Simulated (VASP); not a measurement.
# TaN (P-6m2) in VASP: further runs

TaN is run at these levels: LDA+U, LDA; tasks: single point.

Everything below comes from runs of VASP 6.6.1. Logs are shortened: lines on timing, memory, paths and dates and some standing lists are left out, and cuts for length are marked.

### 1 The cell of the first run

Symmetry: P-6m2, No. 187, hexagonal system. Conventional cell: a = 2.938 Å, b = 2.938 Å, c = 2.883 Å, α = 90.00°, β = 90.00°, γ = 120.00°. Within 2.9 Å of Ta (site symmetry -6m2) lie 6 N at 2.23 Å and 2 Ta at 2.88 Å. N (site symmetry -6m2) has 6 Ta at 2.23 Å and 2 N at 2.88 Å within 2.9 Å.

### 2 Single point, LDA+U

INCAR reads:

```
SYSTEM = TaN
ALGO = Normal ; EDIFF = 1E-6
ENCUT = 600 ; GGA = CA
GGA_COMPAT = .FALSE. ; ISIF = 2
ISMEAR = -1 ; LASPH = .TRUE.
LCHARG = .FALSE. ; LDAU = .TRUE.
LDAUJ = 0 0 ; LDAUL = 2 -1
LDAUPRINT = 1 ; LDAUTYPE = 2
LDAUU = 3 0 ; LMAXMIX = 4
LREAL = .FALSE. ; LWAVE = .FALSE.
NBANDS = 16 ; NELM = 200
PREC = Accurate ; SIGMA = 0.05
```

KPOINTS reads:

```
k-points
0
G
  10 10 9
  0 0 0
```

POSCAR reads:

```
TaN
1.0
    2.9380000000      0.0000000000      0.0000000000
   -1.4690000000      2.5443826363      0.0000000000
    0.0000000000      0.0000000000      2.8830000000
Ta N
1 1
Direct
    0.0000000000      0.0000000000      0.5000000000
    0.6666666667      0.3333333333      0.0000000000
```

Potentials or basis: VASP PAW LDA potentials, release 64 (Ta_sv_GW, N).

Run with:

```
> cat potpaw_LDA.64/Ta_sv_GW/POTCAR potpaw_LDA.64/N/POTCAR > POTCAR
> mpirun -np 1 vasp_std > vasp.out
```

OUTCAR:

```text
SYSTEM = TaN
   EDIFF = 1E-6
   ENCUT = 600
   GGA = CA
   ISIF = 2
   ISMEAR = -1
   LASPH = .TRUE.
   LREAL = .FALSE.
   NELM = 200
   PREC = Accurate

 ion  position               nearest neighbor table
   1  0.000  0.000  0.500-   2 2.23   2 2.23   2 2.23   2 2.23   2 2.23   2 2.23
   2  0.667  0.333  0.000-   1 2.23   1 2.23   1 2.23   1 2.23   1 2.23   1 2.23

  LATTYP: Found a hexagonal cell.
 ALAT       =     2.9380000000
 C/A-ratio  =     0.9812797822

  Lattice vectors:

 A1 = (   2.9380000000,   0.0000000000,   0.0000000000)
 A2 = (  -1.4690000000,   2.5443826363,   0.0000000000)
 A3 = (   0.0000000000,   0.0000000000,   2.8830000000)

Analysis of symmetry for initial positions (statically):
=====================================================================
 Subroutine PRICEL returns:
 Original cell was already a primitive cell.

 Routine SETGRP: Setting up the symmetry group for a
 hexagonal supercell.

 Subroutine GETGRP returns: Found 12 space group operations
 (whereof 12 operations were pure point group operations)
 out of a pool of 24 trial point group operations.

The static configuration has the point symmetry D_3h.

Analysis of symmetry for dynamics (positions and initial velocities):
=====================================================================
 Subroutine PRICEL returns:
 Original cell was already a primitive cell.

 Routine SETGRP: Setting up the symmetry group for a
 hexagonal supercell.

 Subroutine GETGRP returns: Found 12 space group operations
 (whereof 12 operations were pure point group operations)
 out of a pool of 24 trial point group operations.

The dynamic configuration has the point symmetry D_3h.

 Subroutine INISYM returns: Found 12 space group operations
 (whereof 12 operations are pure point group operations),
 and found     1 'primitive' translations

----------------------------------------------------------------------------------------

                                     Primitive cell

  volume of cell :      21.5516

  direct lattice vectors                    reciprocal lattice vectors
     2.938000000  0.000000000  0.000000000     0.340367597  0.196511324  0.000000000
    -1.469000000  2.544382636  0.000000000     0.000000000  0.393022648  0.000000000
     0.000000000  0.000000000  2.883000000     0.000000000  0.000000000  0.346860909

  length of vectors
     2.938000000  2.938000000  2.883000000     0.393022648  0.393022648  0.346860909

  position of ions in fractional coordinates (direct lattice)
     0.000000000  0.000000000  0.500000000
     0.666666667  0.333333333  0.000000000

  ion indices of the primitive-cell ions
   primitive index   ion index
                 1           1
                 2           2

----------------------------------------------------------------------------------------

 KPOINTS: k-points

Automatic generation of k-mesh.
 Grid dimensions read from file:
 generate k-points for:   10   10    9

 Generating k-lattice:

  Cartesian coordinates                     Fractional coordinates (reciprocal lattice)
     0.034036760  0.019651132  0.000000000     0.100000000  0.000000000  0.000000000
     0.000000000  0.039302265  0.000000000     0.000000000  0.100000000  0.000000000
     0.000000000  0.000000000  0.038540101     0.000000000  0.000000000  0.111111111

  Length of vectors
     0.039302265  0.039302265  0.038540101

  Shift w.r.t. Gamma in fractional coordinates (k-lattice)
     0.000000000  0.000000000  0.000000000

 Subroutine IBZKPT returns following result:
 ===========================================

 Found     70 irreducible k-points:

 Following reciprocal coordinates:
            Coordinates               Weight
  0.000000  0.000000  0.000000      1.000000
  0.100000 -0.000000  0.000000      6.000000
[... 33 lines left out ...]
   ISTART =      0    job   : 0-new  1-cont  2-samecut
   ICHARG =      2    charge: 1-file 2-atom 10-const
   ISPIN  =      1    spin polarized calculation?
   LNONCOLLINEAR =      F non collinear calculations
   LSORBIT =      F    spin-orbit coupling
   LASPH  =      T    aspherical Exc in radial PAW
   ENCUT  =  600.0 eV  44.10 Ry    6.64 a.u.   5.87  5.87  5.76*2*pi/ulx,y,z
   NELM   =    200;   NELMIN=  2; NELMDL= -5     # of ELM steps
   EDIFF  = 0.1E-05   stopping-criterion for ELM
   LREAL  =      F    real-space projection
   EDIFFG = 0.1E-04   stopping-criterion for IOM
   NSW    =      0    number of steps for IOM
   IBRION =     -1    ionic relax: 0-MD 1-quasi-New 2-CG
   NFREE  =      0    steps in history (QN), initial steepest desc. (CG)
   ISIF   =      2    stress and relaxation
   ISYM   =      2    0-nonsym 1-usesym 2-fastsym
   POTIM  = 0.5000    time-step for ionic-motion
   TEBEG  =    0.0;   TEEND  =   0.0 temperature during run
   PSTRESS=    0.0 pullay stress
   NELECT =      18.0000    total number of electrons
   NUPDOWN=      -1.0000    fix difference up-down
   EMIN   =  10.00;   EMAX   =-10.00  energy-range for DOS
   EFERMI =   0.00;   METHOD = LEGACY
   ISMEAR =    -1;   SIGMA  =   0.05  broadening in eV -4-tet -1-fermi 0-gaus
   EFERMI_NEDOS =   21; number of points for ismear=-14 and -15
   IALGO  =     38    algorithm
   IMIX   =      4    mixing-type and parameters
     AMIX     =   0.40;   BMIX     =  1.00
     AMIX_MAG =   1.60;   BMIX_MAG =  1.00
  volume/ion in A,a.u.               =      10.78        72.72
  Fermi-wavevector in a.u.,A,eV,Ry     =   1.541722  2.913432 32.339776  2.376906
  Thomas-Fermi vector in A             =   2.647628
   LORBIT       =      0    0 simple, 1 ext, 2 COOP (PROOUT), +10 PAW based schemes
 LDA+U is selected, type is set to LDAUTYPE =  2
   angular momentum for each species LDAUL =     2   -1
   U (eV)           for each species LDAUU =   3.0  0.0
   J (eV)           for each species LDAUJ =   0.0  0.0
   GGA     = CA    functional components
   LHFCALC =     F    Hartree Fock is set to
   AEXX    =    0.0000 exact exchange contribution
   IVDW    =     0    specifies the selected vdW correction
   LEPSILON=     F    determine dielectric tensor
   LRPA    =     F    only Hartree local field effects (RPA)
 non-spin polarized calculation
  energy-cutoff  :      600.00
  volume of cell :       21.55
 maximum number of plane-waves:       729
 NGX is ok and might be reduce to    24
   NGX = 11   NGY = 11   NGZ = 11

atom =   1  type =  1  l = 2

 onsite density matrix

spin component  1

  0.2569  0.0000  0.0000  0.0000  0.0000
  0.0000  0.1782 -0.0000 -0.0000 -0.0000
  0.0000 -0.0000  0.3036 -0.0000 -0.0000
  0.0000 -0.0000 -0.0000  0.1782  0.0000
  0.0000 -0.0000 -0.0000  0.0000  0.2569

spin component  2

  0.2569  0.0000  0.0000  0.0000  0.0000
  0.0000  0.1782 -0.0000 -0.0000 -0.0000
  0.0000 -0.0000  0.3036 -0.0000 -0.0000
  0.0000 -0.0000 -0.0000  0.1782  0.0000
  0.0000 -0.0000 -0.0000  0.0000  0.2569

 occupancies and eigenvectors

  o =  0.1782  v =  0.0000 -1.0000 -0.0000 -0.0000  0.0000  0.0000  0.0000  0.0000  0.0000  0.0000      0.0000  0.0000  0.0000  0.0000  0.0000  0.0000  0.0000  0.0000  0.0000  0.0000
  o =  0.1782  v =  0.0000  0.0000  0.0000  0.0000  0.0000  0.0000 -1.0000 -0.0000 -0.0000  0.0000      0.0000  0.0000  0.0000  0.0000  0.0000  0.0000  0.0000  0.0000  0.0000  0.0000
  o =  0.1782  v =  0.0000 -0.0000  0.0000  1.0000 -0.0000  0.0000  0.0000  0.0000  0.0000  0.0000      0.0000  0.0000  0.0000  0.0000  0.0000  0.0000  0.0000  0.0000  0.0000  0.0000
  o =  0.1782  v =  0.0000  0.0000  0.0000  0.0000  0.0000  0.0000 -0.0000  0.0000  1.0000 -0.0000      0.0000  0.0000  0.0000  0.0000  0.0000  0.0000  0.0000  0.0000  0.0000  0.0000
  o =  0.2569  v =  0.0000  0.0000  0.0000  0.0000  0.0000  1.0000  0.0000  0.0000  0.0000  0.0000      0.0000  0.0000  0.0000  0.0000  0.0000  0.0000  0.0000  0.0000  0.0000  0.0000
  o =  0.2569  v =  1.0000  0.0000  0.0000  0.0000  0.0000  0.0000  0.0000  0.0000  0.0000  0.0000      0.0000  0.0000  0.0000  0.0000  0.0000  0.0000  0.0000  0.0000  0.0000  0.0000
  o =  0.2569  v =  0.0000  0.0000  0.0000  0.0000  0.0000  0.0000 -0.0000 -0.0000 -0.0000 -1.0000      0.0000  0.0000  0.0000  0.0000  0.0000  0.0000  0.0000  0.0000  0.0000  0.0000
  o =  0.2569  v =  0.0000 -0.0000 -0.0000 -0.0000 -1.0000  0.0000  0.0000  0.0000  0.0000  0.0000      0.0000  0.0000  0.0000  0.0000  0.0000  0.0000  0.0000  0.0000  0.0000  0.0000
  o =  0.3036  v =  0.0000 -0.0000  1.0000 -0.0000 -0.0000  0.0000  0.0000  0.0000  0.0000  0.0000      0.0000  0.0000  0.0000  0.0000  0.0000  0.0000  0.0000  0.0000  0.0000  0.0000
  o =  0.3036  v =  0.0000  0.0000  0.0000  0.0000  0.0000  0.0000 -0.0000  1.0000 -0.0000 -0.0000      0.0000  0.0000  0.0000  0.0000  0.0000  0.0000  0.0000  0.0000  0.0000  0.0000

 number of electron      18.0000000 magnetization

 Free energy of the ion-electron system (eV)
  ---------------------------------------------------
  ext. energy  EPLUGINS =         0.00000000
  ---------------------------------------------------
  free energy    TOTEN  =       -24.50177460 eV

  energy without entropy =      -24.50148949  energy(sigma->0) =      -24.50163205

 E-fermi :  12.6412     XC(G=0): -13.9824

 val. band max:       12.5136514339   @ k =   0.0000   0.0000   0.4444
 cond. band min:      12.8296793957   @ k =   0.0000   0.0000   0.3333
 fundamental gap:      0.3160279618
 Fermi energy:        12.6412138177

 k-point     1 :       0.0000    0.0000    0.0000
  band No.  band energies     occupation
      1     -56.2041      2.00000
      2     -22.7053      2.00000
      3     -22.4498      2.00000
      4     -22.4498      2.00000
      5      -5.2408      2.00000
      6       7.9072      2.00000
[... 433 lines left out ...]
      3     -22.7312      2.00000
      4     -22.6611      2.00000
      5      -2.8460      2.00000
      6       4.3131      2.00000
[... 8 lines left out ...]
     15      24.0210      0.00000
     16      27.8713      0.00000

 [... further k-points ...]

------------------------ aborting loop because EDIFF is reached ----------------------------------------

  FORCE on cell =-STRESS in cart. coord.  units (eV):
  Direction    XX          YY          ZZ          XY          YZ          ZX
  --------------------------------------------------------------------------------------
  -------------------------------------------------------------------------------------
  Total       -0.0860863     -0.0860863     -0.1278075      0.0000000     -0.0000000     -0.0000000
  in kB       -6.3997880     -6.3997880     -9.5014090      0.0000000     -0.0000000     -0.0000000
  external PRESSURE =      -7.4336616 kB  Pullay stress =       0.0000000 kB

 VOLUME and BASIS-vectors are now :
 -----------------------------------------------------------------------------
  energy-cutoff  :      600.00
  volume of cell :       21.55
      direct lattice vectors                 reciprocal lattice vectors
     2.938000000  0.000000000  0.000000000     0.340367597  0.196511324  0.000000000
    -1.469000000  2.544382636  0.000000000     0.000000000  0.393022648  0.000000000
     0.000000000  0.000000000  2.883000000     0.000000000  0.000000000  0.346860909

 POSITION                                       TOTAL-FORCE (eV/Angst)
 -----------------------------------------------------------------------------------
      0.00000      0.00000      1.44150        -0.000000      0.000000      0.000000
      1.46900      0.84813      0.00000         0.000000      0.000000      0.000000
 -----------------------------------------------------------------------------------
    total drift:                               -0.000000      0.000000      0.000000

  FREE ENERGIE OF THE ION-ELECTRON SYSTEM (eV)
  ---------------------------------------------------
  free  energy   TOTEN  =       -24.5017746029 eV

  energy  without entropy=      -24.5014894943  energy(sigma->0) =      -24.50163205
```

Run time: 8 s. Hardware: 1 thread of Intel Xeon 6975P-C (Granite Rapids), shared host; peak memory 0.15 GiB.

Results:

| Item | Value |
| --- | --- |
| Free energy | -24.5018 eV |
| Pressure | -0.7 GPa |
| Band gap on the k mesh | zero (band 9 reaches 12.83 eV, above the bottom of band 10 at 12.51 eV) |

Eigenvalues of the final occupation matrices:
```csv
site,spin,trace,eigenvalues
site 1 d,1,1.17,0.18 0.18 0.26 0.26 0.30
site 1 d,2,1.17,0.18 0.18 0.26 0.26 0.30
```

Caveat: spin-orbit coupling is left out, which moves the levels of the heavy elements; U without spin polarisation on a metal has little footing.

### 3 Single point, LDA

This run uses another cell than the first one, of 11.21 Å³/atom, 1.040 times its volume.

INCAR reads:

```
PREC = Accurate ; ENCUT = 600
EDIFF = 1E-6 ; ISMEAR = -1
SIGMA = 0.05 ; LREAL = F
LASPH = T ; NELM = 120
ALGO = Normal ; ISIF = 2
LWAVE = F ; LCHARG = F
GGA = CA ; NBANDS = 16
GGA_COMPAT = F
```

KPOINTS reads:

```
regular mesh
0
Gamma
  10 10 9
```

POSCAR reads:

```
TaN
1.0
    2.9766623284      0.0000000000      0.0000000000
   -1.4883311642      2.5778651949      0.0000000000
    0.0000000000      0.0000000000      2.9209385612
Ta N
1 1
Direct
    0.0000000000      0.0000000000      0.5000000000
    0.6666666667      0.3333333333      0.0000000000
```

Potentials or basis: VASP PAW LDA potentials, release 64 (Ta_sv_GW, N).

Run with:

```
> cat potpaw_LDA.64/Ta_sv_GW/POTCAR potpaw_LDA.64/N/POTCAR > POTCAR
> mpirun -np 1 vasp_std > vasp.out
```

It took 21 s on 1 thread of AMD EPYC 7R13 (Zen 3), shared host; peak memory 0.13 GiB.

It converged, with:

| Property | Result |
| --- | --- |
| Free energy | -27.1200 eV |
| Pressure | -22.5 GPa |
| Band gap on the k mesh | zero (band 9 reaches 11.75 eV, above the bottom of band 10 at 11.48 eV) |

Stress tensor (GPa, compression positive):
```
-21.57   0.00   0.00
  0.00 -21.57   0.00
  0.00   0.00 -24.50
```

Levels at points of the mesh, in eV from the Fermi level:
| k point | band 7 | band 8 | band 9 | band 10 | band 11 | band 12 |
| --- | --- | --- | --- | --- | --- | --- |
| (0.00, 0.00, 0.00) | -4.41 | -4.05 | -2.86 | 2.02 | 3.36 | 3.36 |
| (0.50, 0.00, 0.00) | -5.02 | -3.34 | -3.09 | 2.76 | 3.77 | 4.91 |

Caveat: spin-orbit coupling is left out, which moves the levels of the heavy elements.
